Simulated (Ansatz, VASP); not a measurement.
**Rh: VASP beside Ansatz**

File INCAR:

```
SYSTEM = Rh
PREC = Accurate
ENCUT = 520
EDIFF = 1E-7
ISMEAR = 0
SIGMA = 0.15
LREAL = .FALSE.
LASPH = .TRUE.
NELM = 80
ALGO = Fast
ISIF = 2
LWAVE = .FALSE.
LCHARG = .TRUE.
GGA = PE
LELF = .TRUE.
LVHAR = .TRUE.
NBANDS = 22
```

The input KPOINTS:

```
Automatic mesh
0
G
  18 18 10
  0 0 0
```

POSCAR

```
Rh
1.0
    2.8611000000      0.0000000000      0.0000000000
   -1.4305500000      2.4777852828      0.0000000000
    0.0000000000      0.0000000000      4.0343000000
Rh
2
Direct
    0.6666666667      0.3333333333      0.7500000000
    0.3333333333      0.6666666667      0.2500000000
```

Input for Ansatz:

```yaml
crystal:
  lattice:
    - [2.8611, 0.0, 0.0]
    - [-1.43055, 2.4777852828, 0.0]
    - [0.0, 0.0, 4.0343]
  atoms:
    - { symbol: Rh, position: [0.6666666667, 0.3333333333, 0.75] }
    - { symbol: Rh, position: [0.3333333333, 0.6666666667, 0.25] }
basis:
  ecutwfc: 420
kpoints:
  mp_grid: { grid: [18, 18, 10] }
hamiltonian:
  xc: pbe
  pseudopotentials: { kind: paw, azcp: { folder: soft_1 } }
scf:
  occupations: { method: gaussian, width: 0.15 }
output:
  forces: true
  stress: true
  eigenvalues: true
```

Alike in both runs: task single point; functional PBE; k mesh 18 × 18 × 10; occupations gaussian, width 0.15 eV; no spin polarisation.

|  | VASP | Ansatz |
| --- | --- | --- |
| version | VASP 6.6.1 | Ansatz 0.2.0 |
| potentials or method | VASP PAW PBE potentials, release 64 (Rh_pv), cutoff 520 eV | scalar-relativistic, plane waves, PAW |
| valence electrons in the cell | 30 | 34 |

Ansatz gave:

```
gap on the k mesh at the Fermi level (eV)                     : none
pressure (GPa)                                                : 1.8
traceless stress, the component that is largest in VASP (GPa) : 18.39
```

Problem. Which values does VASP return?

Solution. gap on the k mesh at the Fermi level (eV): none; pressure (GPa): 1.8; traceless stress, the component that is largest in VASP (GPa): 18.38.

A gap of «none» marks a metal or a gap that the smearing closes. With one functional, cell and mesh, what is left measures potentials, basis and numerics. VASP's potentials hold 30 valence electrons a cell and Ansatz's 34, so a difference there can come from the potentials and not from the codes.
